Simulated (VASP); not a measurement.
# P (Fd-3m) in VASP: further runs

P is run at these levels: PBE; tasks: single point.

All numbers are computed with VASP 6.6.1; they aren't measurements. Logs are shortened: lines on timing, memory, paths and dates and some standing lists are left out, and cuts for length are marked.

**1. The cell of the first run**

Symmetry: Fd-3m, No. 227, cubic system. Conventional cell: a = 5.488 Å, b = 5.488 Å, c = 5.488 Å, α = 90.00°, β = 90.00°, γ = 90.00°. Within 3.1 Å of P (site symmetry -43m) lie 4 P at 2.38 Å.

This isn't the form of P at room conditions, which is orthorhombic.

**2. Single point, PBE**

File INCAR:

```
PREC     = Accurate       # precision mode
ENCUT    = 520            # plane-wave cutoff, eV
EDIFF    = 1E-6           # SCF threshold, eV
ISMEAR   = 1              # smearing method
SIGMA    = 0.005          # smearing width, eV
LREAL    = F              # projectors in reciprocal space
LASPH    = T              # aspherical terms in the spheres
NELM     = 100            # most SCF steps
ALGO     = Normal         # electronic algorithm
ISIF     = 2              # what is computed and relaxed
LWAVE    = F              # write WAVECAR
LCHARG   = T              # write CHGCAR
GGA      = PE             # functional
LELF     = T              # ELF
LVHAR    = T            
ISYM     = 0            
NBANDS   = 12             # bands
```

File KPOINTS:

```
regular mesh
0
Gamma
  12 12 12
```

File POSCAR:

```
P
1.0
    0.0000000000      2.7441144411      2.7441144411
    2.7441144411      0.0000000000      2.7441144411
    2.7441144411      2.7441144411      0.0000000000
P
2
Direct
   -0.1250000000     -0.1250000000     -0.1250000000
    0.1250000000      0.1250000000      0.1250000000
```

Potentials or basis: VASP PAW PBE potentials, release 64 (P).

Started as:

```
> cat potpaw_PBE.64/P/POTCAR > POTCAR
> mpirun -np 1 vasp_std > vasp.out
```

OUTCAR:

```text
PREC = Accurate
   ENCUT = 520
   EDIFF = 1E-6
   ISMEAR = 1
   LREAL = F
   LASPH = T
   NELM = 100
   ISIF = 2
   GGA = PE
   ISYM = 0

 ion  position               nearest neighbor table
   1  0.875  0.875  0.875-   2 2.38   2 2.38   2 2.38   2 2.38
   2  0.125  0.125  0.125-   1 2.38   1 2.38   1 2.38   1 2.38

IMPORTANT INFORMATION: All symmetrisations will be switched off!
NOSYMM: (Re-)initialisation of all symmetry stuff for point group C_1.

----------------------------------------------------------------------------------------

                                     Primitive cell

  volume of cell :      41.3273

  direct lattice vectors                    reciprocal lattice vectors
     0.000000000  2.744114441  2.744114441    -0.182208144  0.182208144  0.182208144
     2.744114441  0.000000000  2.744114441     0.182208144 -0.182208144  0.182208144
     2.744114441  2.744114441  0.000000000     0.182208144  0.182208144 -0.182208144

  length of vectors
     3.880763859  3.880763859  3.880763859     0.315593763  0.315593763  0.315593763

  position of ions in fractional coordinates (direct lattice)
     0.875000000  0.875000000  0.875000000
     0.125000000  0.125000000  0.125000000

  ion indices of the primitive-cell ions
   primitive index   ion index
                 1           1
                 2           2

----------------------------------------------------------------------------------------

 KPOINTS: regular mesh

Automatic generation of k-mesh.
 Grid dimensions read from file:
 generate k-points for:   12   12   12

 Generating k-lattice:

  Cartesian coordinates                     Fractional coordinates (reciprocal lattice)
    -0.015184012  0.015184012  0.015184012     0.083333333  0.000000000  0.000000000
     0.015184012 -0.015184012  0.015184012     0.000000000  0.083333333  0.000000000
     0.015184012  0.015184012 -0.015184012     0.000000000  0.000000000  0.083333333

  Length of vectors
     0.026299480  0.026299480  0.026299480

  Shift w.r.t. Gamma in fractional coordinates (k-lattice)
     0.000000000  0.000000000  0.000000000

 Subroutine IBZKPT returns following result:
 ===========================================

 Found    868 irreducible k-points:

 Following reciprocal coordinates:
            Coordinates               Weight
  0.000000  0.000000  0.000000      1.000000
[... 49 lines left out ...]
   ISYM   =      0    0-nonsym 1-usesym 2-fastsym
   POTIM  = 0.5000    time-step for ionic-motion
   TEBEG  =    0.0;   TEEND  =   0.0 temperature during run
   PSTRESS=    0.0 pullay stress
   NELECT =      10.0000    total number of electrons
   NUPDOWN=      -1.0000    fix difference up-down
   EMIN   =  10.00;   EMAX   =-10.00  energy-range for DOS
   EFERMI =   0.00;   METHOD = LEGACY
   ISMEAR =     1;   SIGMA  =   0.01  broadening in eV -4-tet -1-fermi 0-gaus
   EFERMI_NEDOS =   21; number of points for ismear=-14 and -15
   IALGO  =     38    algorithm
   IMIX   =      4    mixing-type and parameters
     AMIX     =   0.40;   BMIX     =  1.00
     AMIX_MAG =   1.60;   BMIX_MAG =  1.00
  volume/ion in A,a.u.               =      20.66       139.45
  Fermi-wavevector in a.u.,A,eV,Ry     =   1.020147  1.927798 14.159572  1.040699
  Thomas-Fermi vector in A             =   2.153700
   LORBIT       =      0    0 simple, 1 ext, 2 COOP (PROOUT), +10 PAW based schemes
   GGA     = PE    functional components
   LHFCALC =     F    Hartree Fock is set to
   AEXX    =    0.0000 exact exchange contribution
   IVDW    =     0    specifies the selected vdW correction
   LEPSILON=     F    determine dielectric tensor
   LRPA    =     F    only Hartree local field effects (RPA)
 non-spin polarized calculation
 Methfessel and Paxton  Order N= 1 SIGMA  =   0.01
  energy-cutoff  :      520.00
  volume of cell :       41.33
 maximum number of plane-waves:      1139
 NGX is ok and might be reduce to    30
   NGX = 15   NGY = 15   NGZ = 15

 number of electron      10.0000001 magnetization

 Free energy of the ion-electron system (eV)
  ---------------------------------------------------
  ext. energy  EPLUGINS =         0.00000000
  ---------------------------------------------------
  free energy    TOTEN  =        -9.66221611 eV

  energy without entropy =       -9.66221988  energy(sigma->0) =       -9.66221737

 E-fermi :   5.9408     XC(G=0):  -9.5098

 val. band max:        5.9400324712   @ k =   0.2500   0.0000   0.2500
 cond. band min:       5.9476356372   @ k =   0.0833  -0.2500  -0.3333
 fundamental gap:      0.0076031661
 Fermi energy:         5.9408246965

 k-point     1 :       0.0000    0.0000    0.0000
  band No.  band energies     occupation
      1      -9.0723      2.00000
      2       2.4126      2.00000
      3       2.8589      2.00000
      4       2.8589      2.00000
      5       2.8589      2.00000
      6       5.9791     -0.00000
      7       5.9791     -0.00000
      8       5.9791     -0.00000
      9      11.8819      0.00000
     10      12.7147      0.00000
     11      12.7147      0.00000
     12      16.0949      0.00000
[... 331 lines left out ...]
 k-point    24 :       0.0000    0.0000    0.5000
  band No.  band energies     occupation
      1      -7.2224      2.00000
      2      -3.9942      2.00000
      3       1.8269      2.00000
      4       1.8269      2.00000
      5       3.5141      2.00000
      6       7.2331      0.00000
      7       7.2331      0.00000
      8      11.5642      0.00000
      9      14.0883      0.00000
     10      14.3345      0.00000
     11      14.8813      0.00000
     12      14.8813      0.00000

 [... further k-points ...]

------------------------ aborting loop because EDIFF is reached ----------------------------------------

  FORCE on cell =-STRESS in cart. coord.  units (eV):
  Direction    XX          YY          ZZ          XY          YZ          ZX
  --------------------------------------------------------------------------------------
  -------------------------------------------------------------------------------------
  Total       -0.0370758     -0.0370754     -0.0370757     -0.0000019     -0.0000024     -0.0000029
  in kB       -1.4373566     -1.4373401     -1.4373536     -0.0000749     -0.0000917     -0.0001142
  external PRESSURE =      -1.4373501 kB  Pullay stress =       0.0000000 kB

 VOLUME and BASIS-vectors are now :
 -----------------------------------------------------------------------------
  energy-cutoff  :      520.00
  volume of cell :       41.33
      direct lattice vectors                 reciprocal lattice vectors
     0.000000000  2.744114441  2.744114441    -0.182208144  0.182208144  0.182208144
     2.744114441  0.000000000  2.744114441     0.182208144 -0.182208144  0.182208144
     2.744114441  2.744114441  0.000000000     0.182208144  0.182208144 -0.182208144

 POSITION                                       TOTAL-FORCE (eV/Angst)
 -----------------------------------------------------------------------------------
      4.80220      4.80220      4.80220         0.000000     -0.000000     -0.000000
      0.68603      0.68603      0.68603        -0.000000      0.000000      0.000000
 -----------------------------------------------------------------------------------
    total drift:                                0.000000      0.000000      0.000000

  FREE ENERGIE OF THE ION-ELECTRON SYSTEM (eV)
  ---------------------------------------------------
  free  energy   TOTEN  =        -9.6622161112 eV

  energy  without entropy=       -9.6622198795  energy(sigma->0) =       -9.66221737
```

stdout:

```text
POSCAR found type information on POSCAR P
 POSCAR found :  1 types and       2 ions
 scaLAPACK will be used
 LDA part: xc-table for (Slater+PW92), standard interpolation
 POSCAR, INCAR and KPOINTS ok, starting setup
 FFT: planning ... GRIDC
 FFT: planning ... GRID_SOFT
 FFT: planning ... GRID
 WAVECAR not read
 entering main loop
```

It took 10 min on 1 thread of Intel Xeon 8259CL, shared host; peak memory 0.43 GiB.

Results:

```yaml
Free_energy: -9.6622 eV
Pressure: -0.1 GPa
Band_gap_on_the_k_mesh: zero (bands 5 and 6 overlap by 2.67 eV)
```

**3. Single point, PBE (8.27 Å³/atom)**

This run uses another cell than the first one, of 8.27 Å³/atom.

File INCAR:

```
SYSTEM = P
PREC = Accurate
ENCUT = 520
EDIFF = 1E-6
ISMEAR = -1
SIGMA = 0.1
LREAL = .False.
LASPH = .True.
NELM = 100
ALGO = Normal
ISIF = 2
LWAVE = .False.
LCHARG = .False.
GGA = PE
NBANDS = 12
```

File KPOINTS:

```
regular mesh
0
Gamma
  12 12 12
  0 0 0
```

File POSCAR:

```
P
1.0
    0.0000000000      2.0218808015      2.0218808015
    2.0218808015      0.0000000000      2.0218808015
    2.0218808015      2.0218808015      0.0000000000
P
2
Direct
   -0.1250000000     -0.1250000000     -0.1250000000
    0.1250000000      0.1250000000      0.1250000000
```

Potentials or basis: VASP PAW PBE potentials, release 64 (P).

Started as:

```
> cat potpaw_PBE.64/P/POTCAR > POTCAR
> mpirun -np 1 vasp_std > vasp.out
```

OUTCAR:

```text
SYSTEM = P
   PREC = Accurate
   ENCUT = 520
   EDIFF = 1E-6
   ISMEAR = -1
   LREAL = .False.
   LASPH = .True.
   NELM = 100
   ISIF = 2
   GGA = PE

 ion  position               nearest neighbor table
   1  0.875  0.875  0.875-   2 1.75   2 1.75   2 1.75   2 1.75
   2  0.125  0.125  0.125-   1 1.75   1 1.75   1 1.75   1 1.75

  LATTYP: Found a face centered cubic cell.
 ALAT       =     4.0437616030

  Lattice vectors:

 A1 = (   0.0000000000,   2.0218808015,   2.0218808015)
[... 547 lines left out ...]

------------------------ aborting loop because EDIFF is reached ----------------------------------------

  FORCE on cell =-STRESS in cart. coord.  units (eV):
  Direction    XX          YY          ZZ          XY          YZ          ZX
  --------------------------------------------------------------------------------------
  -------------------------------------------------------------------------------------
  Total       36.4602614     36.4602614     36.4602614      0.0000000     -0.0000000      0.0000000
  in kB     3533.7328934   3533.7328934   3533.7328934      0.0000000     -0.0000000      0.0000000
  external PRESSURE =    3533.7328934 kB  Pullay stress =       0.0000000 kB

 VOLUME and BASIS-vectors are now :
 -----------------------------------------------------------------------------
  energy-cutoff  :      520.00
  volume of cell :       16.53
      direct lattice vectors                 reciprocal lattice vectors
     0.000000000  2.021880802  2.021880802    -0.247294499  0.247294499  0.247294499
     2.021880802  0.000000000  2.021880802     0.247294499 -0.247294499  0.247294499
     2.021880802  2.021880802  0.000000000     0.247294499  0.247294499 -0.247294499

 POSITION                                       TOTAL-FORCE (eV/Angst)
 -----------------------------------------------------------------------------------
      3.53829      3.53829      3.53829        -0.000000      0.000000      0.000000
      0.50547      0.50547      0.50547         0.000000     -0.000000     -0.000000
 -----------------------------------------------------------------------------------
    total drift:                                0.000000      0.000000     -0.000000

  FREE ENERGIE OF THE ION-ELECTRON SYSTEM (eV)
  ---------------------------------------------------
  free  energy   TOTEN  =         1.2193634742 eV

  energy  without entropy=        1.2522756028  energy(sigma->0) =        1.23581954
```

OSZICAR:

```text
N       E                     dE             d eps       ncg     rms          rms(c)
DAV:   1     0.315111719576E+02    0.31511E+02   -0.50199E+03  1732   0.766E+02
DAV:   2     0.120482606016E+01   -0.30306E+02   -0.29101E+02  2284   0.138E+02
DAV:   3     0.421764054707E+00   -0.78306E+00   -0.77454E+00  2212   0.191E+01
DAV:   4     0.419210577446E+00   -0.25535E-02   -0.25528E-02  2028   0.134E+00
DAV:   5     0.419200295673E+00   -0.10282E-04   -0.10280E-04  2236   0.769E-02    0.220E+01
DAV:   6     0.100312969594E+01    0.58393E+00   -0.36850E-01  1932   0.332E+00    0.140E+01
DAV:   7     0.121233499260E+01    0.20921E+00   -0.55044E-01  2004   0.414E+00    0.148E+00
DAV:   8     0.121935599425E+01    0.70210E-02   -0.32727E-02  1876   0.116E+00    0.254E-01
DAV:   9     0.121936455049E+01    0.85562E-05   -0.33239E-04  2112   0.139E-01    0.210E-01
DAV:  10     0.121936249540E+01   -0.20551E-05   -0.65964E-06  2028   0.211E-02    0.165E-01
DAV:  11     0.121936347417E+01    0.97877E-06   -0.42684E-06  2020   0.122E-02
   1 F= 0.12193635E+01 E0= 0.12358195E+01  d E =-.329121E-01
```

Run time: 17 s. Hardware: 1 thread of Intel Xeon 8259CL, shared host; peak memory 0.13 GiB.

What came out:

```yaml
Free_energy: 1.2194 eV
Pressure: 353.4 GPa
Band_gap_on_the_k_mesh: zero (bands 5 and 6 overlap by 5.77 eV)
```

Caveat: the cell stands under pressure.

**4. Single point, PBE (10.33 Å³/atom)**

This run uses another cell than the first one, of 10.33 Å³/atom.

File INCAR:

```
SYSTEM = P
  PREC = Accurate
  ENCUT = 520
  EDIFF = 1E-6
  ISMEAR = -1
  SIGMA = 0.1
  LREAL = .False.
  LASPH = .True.
  NELM = 80
  ALGO = Normal
  ISIF = 2
  LWAVE = .False.
  LCHARG = .False.
  GGA = PE
  NBANDS = 12
```

File KPOINTS:

```
Automatic mesh
0
Gamma
  12 12 12
  0 0 0
```

File POSCAR:

```
P
1.0
    0.0000000000      2.1780050689      2.1780050689
    2.1780050689      0.0000000000      2.1780050689
    2.1780050689      2.1780050689      0.0000000000
P
2
Direct
   -0.1250000000     -0.1250000000     -0.1250000000
    0.1250000000      0.1250000000      0.1250000000
```

Started as:

```
> cat potpaw_PBE.64/P/POTCAR > POTCAR
> mpirun -np 1 vasp_std > vasp.out
```

Wall time 19 s (1 thread of Intel Xeon 8259CL, shared host); peak memory 0.14 GiB.

Results (log left out):

- Free energy: -4.9060 eV
- Pressure: 151.8 GPa
- Band gap on the k mesh: zero (bands 5 and 6 overlap by 4.97 eV)

Levels at points of the mesh, in eV from the Fermi level:
```tsv
k point	band 2	band 3	band 4	band 5	band 6	band 7	band 8	band 9
(0.00, 0.00, 0.00)	-4.35	-4.35	-4.35	-0.52	-0.52	-0.52	5.50	6.05
(0.50, 0.00, 0.00)	-14.62	-6.06	-6.06	-0.39	0.17	0.17	7.07	10.36
(0.50, 0.50, 0.00)	-15.11	-8.69	-8.69	-3.50	-3.50	10.96	10.96	12.08
```

Caveat: the cell stands under pressure.

**5. Single point, PBE (12.40 Å³/atom)**

This run uses another cell than the first one, of 12.40 Å³/atom.

File INCAR:

```
PREC     = Accurate       # precision mode
ENCUT    = 520            # plane-wave cutoff, eV
EDIFF    = 1E-6           # SCF threshold, eV
ISMEAR   = -1             # smearing method
SIGMA    = 0.1            # smearing width, eV
LREAL    = F              # projectors in reciprocal space
LASPH    = T              # aspherical terms in the spheres
NELM     = 60             # most SCF steps
ALGO     = Normal         # electronic algorithm
ISIF     = 2              # what is computed and relaxed
LWAVE    = F              # write WAVECAR
LCHARG   = F              # write CHGCAR
GGA      = PE             # functional
NBANDS   = 12             # bands
```

File KPOINTS:

```
Automatic mesh
0
Gamma
  12 12 12
```

File POSCAR:

```
P
1.0
    0.0000000000      2.3144757502      2.3144757502
    2.3144757502      0.0000000000      2.3144757502
    2.3144757502      2.3144757502      0.0000000000
P
2
Direct
   -0.1250000000     -0.1250000000     -0.1250000000
    0.1250000000      0.1250000000      0.1250000000
```

Started as:

```
> cat potpaw_PBE.64/P/POTCAR > POTCAR
> mpirun -np 1 vasp_std > vasp.out
```

Wall time 16 s (1 thread of Intel Xeon 8259CL, shared host); peak memory 0.14 GiB.

It converged, with:

```
Free energy            : -7.6018 eV
Pressure               : 68.5 GPa
Band gap on the k mesh : zero (bands 5 and 6 overlap by 4.49 eV)
```

Levels at points of the mesh, in eV from the Fermi level:
| k point | band 3 | band 4 | band 5 | band 6 | band 7 | band 8 |
| --- | --- | --- | --- | --- | --- | --- |
| (0.00, 0.00, 0.00) | -4.29 | -4.29 | -0.55 | -0.55 | -0.55 | 2.33 |
| (0.50, 0.00, 0.00) | -5.82 | -5.82 | -1.21 | 0.44 | 0.44 | 6.74 |
| (0.50, 0.50, 0.00) | -7.99 | -7.99 | -2.88 | -2.88 | 9.85 | 9.85 |

Caveat: the cell stands under pressure.

**6. Overview**

| cell | smearing | gap on the mesh (eV) | pressure (GPa) |
| --- | --- | --- | --- |
| a = 3.881 Å, angles 60.0°, 2 atoms | methfessel-paxton 0.005 eV | none | -0.1 |
| a = 2.859 Å, angles 60.0°, 2 atoms | fermi-dirac 0.1 eV | none | 353.4 |
| a = 3.080 Å, angles 60.0°, 2 atoms | fermi-dirac 0.1 eV | none | 151.8 |
| a = 3.273 Å, angles 60.0°, 2 atoms | fermi-dirac 0.1 eV | none | 68.5 |

Alike in all rows: task single point; level PBE; potentials or basis VASP PAW PBE potentials, release 64 (P); no spin polarisation; k mesh 12 × 12 × 12; cutoff (eV) 520.

Caveats: the cell stands under pressure (at least some runs).

Total energies depend on the potentials used, so only differences within one code and one set of settings carry meaning.
